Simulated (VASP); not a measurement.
# BaTiO3 (P4mm) in VASP: notebook, part 2 of 2

VASP 6.6.1. The steps go on from the part before.

## 6. Single point, PBE

This run uses another cell than the first one, of 13.75 Å³/atom.

The input, INCAR:

```
PREC = Accurate
ENCUT = 520
EDIFF = 1E-6
ISMEAR = 0
SIGMA = 0.05
LREAL = F
LASPH = T
NELM = 60
ALGO = Normal
ISIF = 2
LWAVE = F
LCHARG = T
GGA = PE
LELF = T
LVHAR = T
NBANDS = 28
ISYM = 0
```

The input, KPOINTS:

```
regular mesh
0
Gamma
  8 8 6
```

The input, POSCAR:

```
BaTiO3
1.0
    4.0451339662      0.0000000000      0.0000000000
    0.0000000000      4.0451339662      0.0000000000
    0.0000000000      0.0000000000      4.2018072460
Ba Ti O
1 1 3
Direct
    0.0000000000      0.0000000000      0.9863187693
    0.5000000000      0.5000000000      0.4690806688
    0.5000000000      0.5000000000      0.0378497747
    0.5000000000      0.0000000000      0.5173753936
    0.0000000000      0.5000000000      0.5173753936
```

Potentials or basis: VASP PAW PBE potentials, release 64 (Ba_sv, Ti_sv, O).

Launch:

```console
$ cat potpaw_PBE.64/Ba_sv/POTCAR potpaw_PBE.64/Ti_sv/POTCAR potpaw_PBE.64/O/POTCAR > POTCAR
$ mpirun -np 1 vasp_std > vasp.out
```

OUTCAR:

```text
PREC = Accurate
   ENCUT = 520
   EDIFF = 1E-6
   ISMEAR = 0
   LREAL = F
   LASPH = T
   NELM = 60
   ISIF = 2
   GGA = PE
   ISYM = 0

 ion  position               nearest neighbor table
   1  0.000  0.000  0.986-   4 2.82   5 2.82   5 2.82   4 2.82   3 2.87   3 2.87   3 2.87   3 2.87
                             4 3.01   5 3.01   5 3.01   4 3.01   2 3.51   2 3.51   2 3.51   2 3.51
   2  0.500  0.500  0.469-   3 1.81   4 2.03   5 2.03   4 2.03   5 2.03   3 2.39   1 3.51   1 3.51
                             1 3.51   1 3.51   1 3.59   1 3.59   1 3.59   1 3.59
   3  0.500  0.500  0.038-   2 1.81   2 2.39   1 2.87   1 2.87   1 2.87   1 2.87
   4  0.500  0.000  0.517-   2 2.03   2 2.03   1 2.82   1 2.82   1 3.01   1 3.01
   5  0.000  0.500  0.517-   2 2.03   2 2.03   1 2.82   1 2.82   1 3.01   1 3.01

IMPORTANT INFORMATION: All symmetrisations will be switched off!
NOSYMM: (Re-)initialisation of all symmetry stuff for point group C_1.

----------------------------------------------------------------------------------------

                                     Primitive cell

  volume of cell :      68.7546

  direct lattice vectors                    reciprocal lattice vectors
     4.045133966  0.000000000  0.000000000     0.247210601  0.000000000  0.000000000
     0.000000000  4.045133966  0.000000000     0.000000000  0.247210601  0.000000000
     0.000000000  0.000000000  4.201807246     0.000000000  0.000000000  0.237992831

  length of vectors
     4.045133966  4.045133966  4.201807246     0.247210601  0.247210601  0.237992831

  position of ions in fractional coordinates (direct lattice)
     0.000000000  0.000000000  0.986318769
     0.500000000  0.500000000  0.469080669
     0.500000000  0.500000000  0.037849775
     0.500000000  0.000000000  0.517375394
     0.000000000  0.500000000  0.517375394

  ion indices of the primitive-cell ions
   primitive index   ion index
                 1           1
                 2           2
[... 94 lines left out ...]
     AMIX     =   0.40;   BMIX     =  1.00
     AMIX_MAG =   1.60;   BMIX_MAG =  1.00
  volume/ion in A,a.u.               =      13.75        92.80
  Fermi-wavevector in a.u.,A,eV,Ry     =   1.366661  2.582615 25.412454  1.867763
  Thomas-Fermi vector in A             =   2.492782
   LORBIT       =      0    0 simple, 1 ext, 2 COOP (PROOUT), +10 PAW based schemes
   GGA     = PE    functional components
   LHFCALC =     F    Hartree Fock is set to
   AEXX    =    0.0000 exact exchange contribution
   IVDW    =     0    specifies the selected vdW correction
   LEPSILON=     F    determine dielectric tensor
   LRPA    =     F    only Hartree local field effects (RPA)
 non-spin polarized calculation
 Gauss-broadening in eV      SIGMA  =   0.05
  energy-cutoff  :      520.00
  volume of cell :       68.75
 maximum number of plane-waves:      1880
   NGX = 15   NGY = 15   NGZ = 15

 number of electron      39.9999983 magnetization

 Free energy of the ion-electron system (eV)
  ---------------------------------------------------
  ext. energy  EPLUGINS =         0.00000000
  ---------------------------------------------------
  free energy    TOTEN  =       -40.02757268 eV

  energy without entropy =      -40.02757268  energy(sigma->0) =      -40.02757268

 E-fermi :   3.8061     XC(G=0): -10.8690

 val. band max:        3.5027194726   @ k =   0.5000   0.5000   0.5000
 cond. band min:       5.2341949990   @ k =   0.0000   0.0000   0.0000
 fundamental gap:      1.7314755265
 Fermi energy:         3.8060512845

 k-point     1 :       0.0000    0.0000    0.0000
  band No.  band energies     occupation
      1     -53.2457      2.00000
      2     -29.5685      2.00000
      3     -29.4276      2.00000
      4     -29.4276      2.00000
      5     -21.7373      2.00000
      6     -13.4290      2.00000
[... 733 lines left out ...]
     27      11.0797      0.00000
     28      11.4634      0.00000

 [... further k-points ...]

------------------------ aborting loop because EDIFF is reached ----------------------------------------

  FORCE on cell =-STRESS in cart. coord.  units (eV):
  Direction    XX          YY          ZZ          XY          YZ          ZX
  --------------------------------------------------------------------------------------
  -------------------------------------------------------------------------------------
  Total       -1.6050721     -1.6050837     -0.5239650      0.0000014     -0.0000021      0.0000001
  in kB      -37.4027188    -37.4029892    -12.2098668      0.0000335     -0.0000492      0.0000021
  external PRESSURE =     -29.0051916 kB  Pullay stress =       0.0000000 kB

 VOLUME and BASIS-vectors are now :
 -----------------------------------------------------------------------------
  energy-cutoff  :      520.00
  volume of cell :       68.75
      direct lattice vectors                 reciprocal lattice vectors
     4.045133966  0.000000000  0.000000000     0.247210601  0.000000000  0.000000000
     0.000000000  4.045133966  0.000000000     0.000000000  0.247210601  0.000000000
     0.000000000  0.000000000  4.201807246     0.000000000  0.000000000  0.237992831

 POSITION                                       TOTAL-FORCE (eV/Angst)
 -----------------------------------------------------------------------------------
      0.00000      0.00000      4.14432        -0.000001      0.000001      0.024438
      2.02257      2.02257      1.97099         0.000001     -0.000002      0.030331
      2.02257      2.02257      0.15904        -0.000001     -0.000000      0.050625
      2.02257      0.00000      2.17391        -0.000000     -0.000000     -0.052693
      0.00000      2.02257      2.17391         0.000000      0.000001     -0.052700
 -----------------------------------------------------------------------------------
    total drift:                                0.000000      0.000001     -0.000365

  FREE ENERGIE OF THE ION-ELECTRON SYSTEM (eV)
  ---------------------------------------------------
  free  energy   TOTEN  =       -40.0275726792 eV

  energy  without entropy=      -40.0275726792  energy(sigma->0) =      -40.02757268
```

It took 10 min on 1 thread of Intel Xeon 8259CL, shared host; peak memory 0.46 GiB.

What came out:

- Free energy: -40.0276 eV
- Pressure: -2.9 GPa
- Largest force: 0.053 eV/Å
- Band gap on the k mesh: 1.73 eV (least direct gap 2.27 eV)

Forces on the atoms (eV/Å):
```
Ba   0.000  0.000  0.024
Ti   0.000  0.000  0.030
O    0.000  0.000  0.051
O    0.000  0.000 -0.053
O    0.000  0.000 -0.053
```

Stress tensor (GPa, compression positive):
```
-3.74  0.00  0.00
 0.00 -3.74  0.00
 0.00  0.00 -1.22
```

Levels at points of the mesh, in eV from the valence-band top:
| k point | band 18 | band 19 | band 20 | band 21 | band 22 | band 23 |
| --- | --- | --- | --- | --- | --- | --- |
| (0.00, 0.00, 0.00) | -0.90 | -0.54 | -0.54 | 1.73 | 2.38 | 2.38 |
| (0.50, 0.00, 0.00) | -1.62 | -1.54 | -1.31 | 2.44 | 3.26 | 3.38 |
| (0.00, 0.50, 0.00) | -1.62 | -1.54 | -1.31 | 2.44 | 3.26 | 3.38 |
| (0.50, 0.50, 0.00) | -1.21 | -1.21 | -0.06 | 3.41 | 3.41 | 3.71 |
| (0.00, 0.00, 0.50) | -1.89 | -0.72 | -0.72 | 1.85 | 3.37 | 3.37 |
| (0.50, 0.00, 0.50) | -1.11 | -1.04 | -0.47 | 3.30 | 3.38 | 3.60 |
| (0.00, 0.50, 0.50) | -1.11 | -1.04 | -0.47 | 3.30 | 3.38 | 3.60 |
| (0.50, 0.50, 0.50) | -0.41 | -0.41 | 0.00 | 3.82 | 3.82 | 3.86 |

Caveat: spin-orbit coupling is left out, which moves the levels of the heavy elements. As with any semilocal functional, this PBE gap is likely too small.

## 7. Overview

```tsv
cell	gap on the mesh (eV)	pressure (GPa)	largest force (eV/Å)
a = 3.926, b = 3.926, c = 4.139 Å, 5 atoms	1.88	9.6	0.71
a = 3.866, b = 3.866, c = 4.328 Å, 5 atoms	1.82	8.0	0.64
a = 3.985, b = 3.985, c = 4.076 Å, 5 atoms	1.87	6.9	1.14
a = 3.926, b = 3.926, c = 4.202 Å, 5 atoms	1.84	6.9	0.21
a = 4.045, b = 4.045, c = 4.202 Å, 5 atoms	1.73	-2.9	0.05
```

Alike in all rows: task single point; level PBE; potentials or basis VASP PAW PBE potentials, release 64 (Ba_sv, Ti_sv, O); no spin polarisation; k mesh 8 × 8 × 6; cutoff (eV) 520; smearing gaussian 0.05 eV.

Caveats: spin-orbit coupling is left out, which moves the levels of the heavy elements; the cell stands under pressure (at least some runs); the stress differs along the axes, from 0 to 12 GPa (at least some runs); the stress differs along the axes, from 5 to 11 GPa (at least some runs); forces of over 1 eV/Å act on the atoms, so gaps and moduli don't describe the material at rest (at least some runs).

Total energies depend on the potentials used, so only differences within one code and one set of settings carry meaning.
